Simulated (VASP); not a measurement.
# BAs (F-43m) in VASP: a series of runs

BAs is run at these levels: PBE; tasks: single point, relaxation of cell and atoms.

All numbers are computed with VASP 6.6.1; they aren't measurements. Logs are shortened: lines on timing, memory, paths and dates and some standing lists are left out, and cuts for length are marked.

## (1) The cell of the first run

It takes space group F-43m (No. 216, cubic). The conventional cell has a = 4.809 Å, b = 4.809 Å, c = 4.809 Å, α = 90.00°, β = 90.00°, γ = 90.00°. B (site symmetry -43m) has 4 As at 2.08 Å within 2.8 Å. Within 2.8 Å of As (site symmetry -43m) lie 4 B at 2.08 Å.

## (2) Single point, PBE

Contents of INCAR:

```
SYSTEM = BAs
PREC = Accurate
ENCUT = 500
EDIFF = 1E-6
ISMEAR = 0
SIGMA = 0.02
LREAL = .FALSE.
LASPH = .TRUE.
NELM = 120
ALGO = Normal
ISIF = 2
LWAVE = .FALSE.
LCHARG = .TRUE.
GGA = PE
LELF = .TRUE.
LVHAR = .TRUE.
NBANDS = 11
GGA_COMPAT = .FALSE.
```

Contents of KPOINTS:

```
regular mesh
0
G
  10 10 10
  0 0 0
```

Contents of POSCAR:

```
BAs
1.0
    0.0000000000      2.4046537045      2.4046537045
    2.4046537045      0.0000000000      2.4046537045
    2.4046537045      2.4046537045      0.0000000000
B As
1 1
Direct
    0.2500000000      0.2500000000      0.2500000000
    0.0000000000      0.0000000000      0.0000000000
```

Potentials or basis: VASP PAW PBE potentials, release 64 (B, As).

Command:

```
cat potpaw_PBE.64/B/POTCAR potpaw_PBE.64/As/POTCAR > POTCAR
mpirun -np 1 vasp_std > vasp.out
```

OUTCAR:

```text
SYSTEM = BAs
   PREC = Accurate
   ENCUT = 500
   EDIFF = 1E-6
   ISMEAR = 0
   LREAL = .FALSE.
   LASPH = .TRUE.
   NELM = 120
   ISIF = 2
   GGA = PE

 ion  position               nearest neighbor table
   1  0.250  0.250  0.250-   2 2.08   2 2.08   2 2.08   2 2.08
   2  0.000  0.000  0.000-   1 2.08   1 2.08   1 2.08   1 2.08

  LATTYP: Found a face centered cubic cell.
 ALAT       =     4.8093074090

  Lattice vectors:

 A1 = (   0.0000000000,   2.4046537045,   2.4046537045)
 A2 = (   2.4046537045,   0.0000000000,   2.4046537045)
 A3 = (   2.4046537045,   2.4046537045,   0.0000000000)

Analysis of symmetry for initial positions (statically):
=====================================================================
 Subroutine PRICEL returns:
 Original cell was already a primitive cell.

 Routine SETGRP: Setting up the symmetry group for a
 face centered cubic supercell.

 Subroutine GETGRP returns: Found 24 space group operations
 (whereof 24 operations were pure point group operations)
 out of a pool of 48 trial point group operations.

The static configuration has the point symmetry T_d .

Analysis of symmetry for dynamics (positions and initial velocities):
=====================================================================
 Subroutine PRICEL returns:
 Original cell was already a primitive cell.

 Routine SETGRP: Setting up the symmetry group for a
 face centered cubic supercell.

 Subroutine GETGRP returns: Found 24 space group operations
 (whereof 24 operations were pure point group operations)
 out of a pool of 48 trial point group operations.

The dynamic configuration has the point symmetry T_d .

 Subroutine INISYM returns: Found 24 space group operations
 (whereof 24 operations are pure point group operations),
 and found     1 'primitive' translations

----------------------------------------------------------------------------------------

                                     Primitive cell

  volume of cell :      27.8091

  direct lattice vectors                    reciprocal lattice vectors
     0.000000000  2.404653704  2.404653704    -0.207930148  0.207930148  0.207930148
     2.404653704  0.000000000  2.404653704     0.207930148 -0.207930148  0.207930148
     2.404653704  2.404653704  0.000000000     0.207930148  0.207930148 -0.207930148

  length of vectors
     3.400693882  3.400693882  3.400693882     0.360145580  0.360145580  0.360145580

  position of ions in fractional coordinates (direct lattice)
     0.250000000  0.250000000  0.250000000
     0.000000000  0.000000000  0.000000000

  ion indices of the primitive-cell ions
   primitive index   ion index
                 1           1
                 2           2

----------------------------------------------------------------------------------------

 KPOINTS: regular mesh

Automatic generation of k-mesh.
 Grid dimensions read from file:
 generate k-points for:   10   10   10

 Generating k-lattice:

  Cartesian coordinates                     Fractional coordinates (reciprocal lattice)
    -0.020793015  0.020793015  0.020793015     0.100000000  0.000000000  0.000000000
     0.020793015 -0.020793015  0.020793015     0.000000000  0.100000000  0.000000000
     0.020793015  0.020793015 -0.020793015     0.000000000  0.000000000  0.100000000

  Length of vectors
     0.036014558  0.036014558  0.036014558

  Shift w.r.t. Gamma in fractional coordinates (k-lattice)
     0.000000000  0.000000000  0.000000000

 Subroutine IBZKPT returns following result:
 ===========================================

 Found     47 irreducible k-points:

 Following reciprocal coordinates:
            Coordinates               Weight
  0.000000  0.000000  0.000000      1.000000
  0.100000  0.000000  0.000000      8.000000
  0.200000  0.000000  0.000000      8.000000
  0.300000  0.000000  0.000000      8.000000
  0.400000  0.000000  0.000000      8.000000
  0.500000  0.000000  0.000000      4.000000
[... 16 lines left out ...]
  0.300000  0.300000  0.000000      6.000000
  0.400000  0.300000  0.000000     24.000000
 [... further k-points ...]
   k-points           NKPTS =     47   k-points in BZ     NKDIM =     47   number of bands    NBANDS=     11
   number of dos      NEDOS =    301   number of ions     NIONS =      2
   total plane-waves  NPLWV =  21952
   dimension x,y,z NGX =    28 NGY =   28 NGZ =   28
   dimension x,y,z NGXF=    56 NGYF=   56 NGZF=   56
   ions per type =               1   1
   NGX,Y,Z   is equivalent  to a cutoff of  13.69, 13.69, 13.69 a.u.
   NGXF,Y,Z  is equivalent  to a cutoff of  27.38, 27.38, 27.38 a.u.
 SYSTEM =  BAs
   PREC   = accura    normal or accurate (medium, high low for compatibility)
   ISTART =      0    job   : 0-new  1-cont  2-samecut
   ICHARG =      2    charge: 1-file 2-atom 10-const
   ISPIN  =      1    spin polarized calculation?
   LNONCOLLINEAR =      F non collinear calculations
   LSORBIT =      F    spin-orbit coupling
   LASPH  =      T    aspherical Exc in radial PAW
   ENCUT  =  500.0 eV  36.75 Ry    6.06 a.u.   6.20  6.20  6.20*2*pi/ulx,y,z
   NELM   =    120;   NELMIN=  2; NELMDL= -5     # of ELM steps
   EDIFF  = 0.1E-05   stopping-criterion for ELM
   LREAL  =      F    real-space projection
[... 7 lines left out ...]
   TEBEG  =    0.0;   TEEND  =   0.0 temperature during run
   PSTRESS=    0.0 pullay stress
   NELECT =       8.0000    total number of electrons
   NUPDOWN=      -1.0000    fix difference up-down
   EMIN   =  10.00;   EMAX   =-10.00  energy-range for DOS
   EFERMI =   0.00;   METHOD = LEGACY
   ISMEAR =     0;   SIGMA  =   0.02  broadening in eV -4-tet -1-fermi 0-gaus
   EFERMI_NEDOS =   21; number of points for ismear=-14 and -15
   IALGO  =     38    algorithm
   IMIX   =      4    mixing-type and parameters
     AMIX     =   0.40;   BMIX     =  1.00
     AMIX_MAG =   1.60;   BMIX_MAG =  1.00
  volume/ion in A,a.u.               =      13.90        93.83
  Fermi-wavevector in a.u.,A,eV,Ry     =   1.080709  2.042245 15.890692  1.167933
  Thomas-Fermi vector in A             =   2.216707
   LORBIT       =      0    0 simple, 1 ext, 2 COOP (PROOUT), +10 PAW based schemes
   GGA     = PE    functional components
   LHFCALC =     F    Hartree Fock is set to
   AEXX    =    0.0000 exact exchange contribution
   IVDW    =     0    specifies the selected vdW correction
   LEPSILON=     F    determine dielectric tensor
   LRPA    =     F    only Hartree local field effects (RPA)
 non-spin polarized calculation
 Gauss-broadening in eV      SIGMA  =   0.02
  energy-cutoff  :      500.00
  volume of cell :       27.81
 maximum number of plane-waves:       725
 NGX is ok and might be reduce to    28
   NGX = 13   NGY = 13   NGZ = 13

 number of electron       8.0000000 magnetization

 Free energy of the ion-electron system (eV)
  ---------------------------------------------------
  ext. energy  EPLUGINS =         0.00000000
  ---------------------------------------------------
  free energy    TOTEN  =       -11.41316717 eV

  energy without entropy =      -11.41316717  energy(sigma->0) =      -11.41316717

 E-fermi :   6.0338     XC(G=0): -10.4968

 val. band max:        5.9050397792   @ k =   0.0000   0.0000   0.0000
 cond. band min:       7.1012190461   @ k =   0.4000   0.4000   0.0000
 fundamental gap:      1.1961792668
 Fermi energy:         6.0337910145

 k-point     1 :       0.0000    0.0000    0.0000
  band No.  band energies     occupation
      1      -9.3132      2.00000
      2       5.9050      2.00000
      3       5.9050      2.00000
      4       5.9050      2.00000
      5       9.1564      0.00000
      6       9.1564      0.00000
      7       9.1564      0.00000
      8      10.3361      0.00000
      9      15.3907      0.00000
     10      18.7742      0.00000
     11      18.7742      0.00000

 k-point     2 :       0.1000    0.0000    0.0000
  band No.  band energies     occupation
      1      -9.1521      2.00000
      2       4.5213      2.00000
      3       5.6105      2.00000
      4       5.6105      2.00000
      5       9.2592      0.00000
      6       9.5451      0.00000
      7       9.5451      0.00000
      8      11.2558      0.00000
      9      16.0215      0.00000
     10      17.7317      0.00000
     11      17.7317      0.00000

 k-point     3 :       0.2000    0.0000    0.0000
  band No.  band energies     occupation
      1      -8.6772      2.00000
      2       2.1887      2.00000
      3       5.0473      2.00000
      4       5.0473      2.00000
      5       9.0137      0.00000
      6      10.2513      0.00000
      7      10.2513      0.00000
      8      12.9216      0.00000
      9      17.0169      0.00000
     10      17.0221      0.00000
     11      17.0221      0.00000

 k-point     4 :       0.3000    0.0000    0.0000
  band No.  band energies     occupation
      1      -7.9256      2.00000
      2      -0.0645      2.00000
      3       4.5480      2.00000
      4       4.5480      2.00000
      5       8.7313      0.00000
      6      10.6577      0.00000
      7      10.6577      0.00000
      8      14.2379      0.00000
      9      17.1361      0.00000
     10      17.4505      0.00000
     11      17.4505      0.00000
[... 239 lines left out ...]
 k-point    22 :      -0.2000    0.2000    0.0000
  band No.  band energies     occupation
      1      -7.6673      2.00000
      2       0.4871      2.00000
      3       1.9170      2.00000
      4       4.6365      2.00000
      5       9.7616      0.00000
      6      10.9695      0.00000
      7      11.8323      0.00000
      8      12.8108      0.00000
      9      15.7610      0.00000
     10      18.4003      0.00000
     11      19.8777      0.00000

 k-point    23 :       0.3000    0.3000    0.0000
  band No.  band energies     occupation
      1      -7.4351      2.00000
      2       0.7200      2.00000
      3       2.7833      2.00000
      4       2.7833      2.00000
      5       7.3147      0.00000
      6       9.5504      0.00000
      7      14.2310      0.00000
      8      14.2310      0.00000
      9      16.7235      0.00000
     10      20.7386      0.00000
     11      20.8952      0.00000

 k-point    24 :       0.4000    0.3000    0.0000
  band No.  band energies     occupation
      1      -6.7243      2.00000
      2      -0.4987      2.00000
      3       2.0122      2.00000
      4       2.4918      2.00000
      5       7.6117      0.00000
      6       9.2932      0.00000
      7      14.5977      0.00000
      8      14.8414      0.00000
      9      17.7830      0.00000
     10      21.4654      0.00000
     11      21.6456      0.00000

 [... further k-points ...]

------------------------ aborting loop because EDIFF is reached ----------------------------------------

  FORCE on cell =-STRESS in cart. coord.  units (eV):
  Direction    XX          YY          ZZ          XY          YZ          ZX
  --------------------------------------------------------------------------------------
  -------------------------------------------------------------------------------------
  Total        0.1032888      0.1032888      0.1032888      0.0000000     -0.0000000     -0.0000000
  in kB        5.9508137      5.9508137      5.9508137      0.0000000     -0.0000000     -0.0000000
  external PRESSURE =       5.9508137 kB  Pullay stress =       0.0000000 kB

 VOLUME and BASIS-vectors are now :
 -----------------------------------------------------------------------------
  energy-cutoff  :      500.00
  volume of cell :       27.81
      direct lattice vectors                 reciprocal lattice vectors
     0.000000000  2.404653704  2.404653704    -0.207930148  0.207930148  0.207930148
     2.404653704  0.000000000  2.404653704     0.207930148 -0.207930148  0.207930148
     2.404653704  2.404653704  0.000000000     0.207930148  0.207930148 -0.207930148

 POSITION                                       TOTAL-FORCE (eV/Angst)
 -----------------------------------------------------------------------------------
      1.20233      1.20233      1.20233        -0.000000      0.000000     -0.000000
      0.00000      0.00000      0.00000         0.000000      0.000000      0.000000
 -----------------------------------------------------------------------------------
    total drift:                                0.000000      0.000000      0.000000

  FREE ENERGIE OF THE ION-ELECTRON SYSTEM (eV)
  ---------------------------------------------------
  free  energy   TOTEN  =       -11.4131671701 eV

  energy  without entropy=      -11.4131671701  energy(sigma->0) =      -11.41316717
```

It took 10 s on 1 thread of Intel Xeon 6975P-C, shared host; peak memory 0.16 GiB.

Results:

```yaml
Free_energy: -11.4132 eV
Pressure: 0.6 GPa
Band_gap_on_the_k_mesh: 1.20 eV, indirect (least direct gap 3.25 eV)
```

A k mesh can miss the band edges. Expect the measured gap to be larger: semilocal functionals such as PBE lack the derivative discontinuity.

## (3) Single point, PBE

Contents of INCAR:

```
SYSTEM = BAs
PREC = Accurate
ENCUT = 500
EDIFF = 1E-6
ISMEAR = 1
SIGMA = 0.02
LREAL = .False.
LASPH = .True.
NELM = 120
ALGO = Normal
ISIF = 2
LWAVE = .False.
LCHARG = .False.
GGA = PE
NBANDS = 11
GGA_COMPAT = .False.
```

Contents of KPOINTS:

```
regular mesh
0
Gamma
  10 10 10
  0 0 0
```

POSCAR is that of step 2.

Potentials or basis: VASP PAW PBE potentials, release 64 (B, As).

Command:

```
cat potpaw_PBE.64/B/POTCAR potpaw_PBE.64/As/POTCAR > POTCAR
mpirun -np 1 vasp_std > vasp.out
```

Wall time 12 s (1 thread of Intel Xeon 6975P-C, shared host); peak memory 0.16 GiB.

It converged, with:

```
Free energy            : -11.4132 eV
Pressure               : 0.6 GPa
Band gap on the k mesh : 1.20 eV, indirect (least direct gap 3.25 eV)
```

Levels at points of the mesh, in eV from the valence-band top:
```
           k point  band 1  band 2  band 3  band 4  band 5  band 6  band 7  band 8
(0.00, 0.00, 0.00)  -15.22    0.00    0.00    0.00    3.25    3.25    3.25    4.43
(0.50, 0.00, 0.00)  -12.42   -8.64   -1.79   -1.79    2.57    4.76    4.76    8.82
(0.50, 0.50, 0.00)  -11.13   -8.42   -4.00   -4.00    1.45    1.46   11.17   11.17
```

## (4) Relaxation of cell and atoms, PBE

This run uses another cell than the first one, of 13.99 Å³/atom, 1.006 times its volume.

Contents of INCAR:

```
ALGO = Normal
EDIFF = 1E-7
EDIFFG = -0.01
ENCUT = 500
GGA = PE
GGA_COMPAT = False
IBRION = 2
ISIF = 3
ISMEAR = 0
LASPH = True
LCHARG = False
LREAL = False
LWAVE = False
NELM = 120
NELMIN = 4
NSW = 100
PREC = Accurate
SIGMA = 0.02
```

Contents of KPOINTS:

```
k-points
0
Gamma
  10 10 10
```

Contents of POSCAR:

```
BAs
1.0
    0.0000000000      2.4096270000      2.4096270000
    2.4096270000      0.0000000000      2.4096270000
    2.4096270000      2.4096270000      0.0000000000
B As
1 1
Direct
    0.2500000000      0.2500000000      0.2500000000
    0.0000000000      0.0000000000      0.0000000000
```

Command:

```
cat potpaw_PBE.64/B/POTCAR potpaw_PBE.64/As/POTCAR > POTCAR
mpirun -np 1 vasp_std > vasp.out
```

It took 20 s on 1 thread of Intel Xeon 6975P-C, shared host; peak memory 0.17 GiB.

It converged, with:

| Property | Result |
| --- | --- |
| Free energy | -11.4134 eV |
| Relaxed volume | 13.97 Å³/atom |
| Relaxed cell | a = 3.406 Å, b = 3.406 Å, c = 3.406 Å, α = 60.00°, β = 60.00°, γ = 60.00° |
| Space group after relaxing (to 0.05 Å) | F-43m (No. 216) |
| Energy gained by relaxing | 0.0 meV/atom |
| Ionic steps | 3 |
| Pressure after relaxing | 0.0 GPa |
| Band gap on the k mesh | 1.20 eV, indirect (least direct gap 3.25 eV) |

Final structure:
```
B As
1.0
     0.00000    2.40821    2.40821
     2.40821    0.00000    2.40821
     2.40821    2.40821    0.00000
B As
1 1
Direct
  0.25000 0.25000 0.25000
  0.00000 0.00000 0.00000
```

Levels at points of the mesh, in eV from the valence-band top:
```tsv
k point	band 1	band 2	band 3	band 4	band 5	band 6	band 7	band 8
(0.00, 0.00, 0.00)	-15.18	0.00	0.00	0.00	3.25	3.25	3.25	4.38
(0.50, 0.00, 0.00)	-12.40	-8.61	-1.78	-1.78	2.55	4.75	4.75	8.82
(0.50, 0.50, 0.00)	-11.12	-8.39	-3.98	-3.98	1.46	1.46	11.13	11.13
```

## (5) Summary

| task | cell | smearing | gap on the mesh (eV) | pressure (GPa) |
| --- | --- | --- | --- | --- |
| single point | a = 3.401 Å, angles 60.0°, 2 atoms | gaussian 0.02 eV | 1.20 | 0.6 |
| single point | a = 3.401 Å, angles 60.0°, 2 atoms | methfessel-paxton 0.02 eV | 1.20 | 0.6 |
| relaxation of cell and atoms | relaxed from a = 3.408 Å, angles 60.0°, 2 atoms | gaussian 0.02 eV | 1.20 | 0.0 |

Alike in all rows: level PBE; potentials or basis VASP PAW PBE potentials, release 64 (B, As); no spin polarisation; k mesh 10 × 10 × 10; cutoff (eV) 500.

Absolute energies hang on the potentials; compare differences alone.
